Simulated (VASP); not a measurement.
Mg12CO12F4, 29 atoms in the cell. The cell holds a slab with vacuum, 29 atoms: a = 5.931 Å, b = 5.931 Å, c = 18.054 Å, α = 90.00°, β = 90.00°, γ = 60.00°. 

| Property | Result |
| --- | --- |
| Program | VASP 6.6.1 |
| Task | single point |
| Functional | PBE |
| Potentials or basis | VASP PAW PBE potentials, release 64 (Mg_sv, O, C, F) |
| Cutoff | 620 eV |
| k mesh | 2 × 2 × 1 |
| Occupations | fermi-dirac, width 0.02 eV |
| Spin | no spin polarisation |
| Dipole correction | no |
| Further INCAR settings | LREAL = Auto; ALGO = Normal; EDIFF = 1e-06; NBANDS = 132; NELMDL = -8 |

Potentials or basis: VASP PAW PBE potentials, release 64 (Mg_sv, O, C, F).

Launch:

```sh
$ cat potpaw_PBE.64/Mg_sv/POTCAR potpaw_PBE.64/O/POTCAR potpaw_PBE.64/C/POTCAR potpaw_PBE.64/F/POTCAR > POTCAR
$ mpirun -np 1 vasp_std > vasp.out
```

Hardware: 1 thread of Intel(R) Xeon(R) Platinum 8259CL CPU @ 2.50GHz (Skylake/Cascade Lake) (shared host).

Question: Estimate the wall time of this run.

Answer: It took 21 min on 1 thread of Intel(R) Xeon(R) Platinum 8259CL CPU @ 2.50GHz (Skylake/Cascade Lake), on a shared host, peak memory 0.85 GiB. Counts: scf iterations 42, k points 4.
